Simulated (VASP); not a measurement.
## KZnCl3: single point with PBE

KZnCl3:

```xyz
5
Lattice="5.0471 0.0000 0.0000 0.0000 5.0471 0.0000 0.0000 0.0000 5.0471" Properties=species:S:1:pos:R:3 pbc="T T T"
K     0.0000    0.0000    0.0000
Zn    2.5236    2.5236    2.5236
Cl    2.5236    2.5236    0.0000
Cl    2.5236    0.0000    2.5236
Cl    0.0000    2.5236    2.5236
```

This cell differs from its parent crystal: strain +3.0%.

- Program: VASP 6.6.1
- Task: single point
- Functional: PBE
- Potentials or basis: VASP PAW PBE potentials, release 64 (K_sv, Zn, Cl)
- Cutoff: 520 eV
- k mesh: 6 × 6 × 6
- Occupations: fermi-dirac, width 0.02 eV
- Spin: no spin polarisation

```json
{"Pressure": "-1.5 GPa", "Band gap on the k mesh": "1.31 eV (least direct gap 1.77 eV)"}
```

Levels at points of the mesh, in eV from the valence-band top:
```
           k point  band 17  band 18  band 19  band 20  band 21  band 22  band 23  band 24  band 25  band 26
(0.00, 0.00, 0.00)    -0.69    -0.69    -0.45    -0.45    -0.45     1.31     5.43     7.18     7.18     8.08
(0.50, 0.00, 0.00)    -0.92    -0.92    -0.90    -0.58    -0.58     4.06     7.32     7.63     8.26     8.50
(0.50, 0.50, 0.00)    -1.14    -0.97    -0.97    -0.18    -0.02     5.84     7.28     7.28     8.30     8.93
(0.50, 0.50, 0.50)    -0.16    -0.16     0.00     0.00     0.00     6.28     6.28     6.28     6.74     7.68
```

It took 40 s on 1 thread of Intel(R) Xeon(R) 6975P-C (Granite Rapids) (shared host), peak memory 0.27 GiB.

Caveat: the cell differs from its parent crystal (strain +3.0%). A k mesh can miss the band edges.
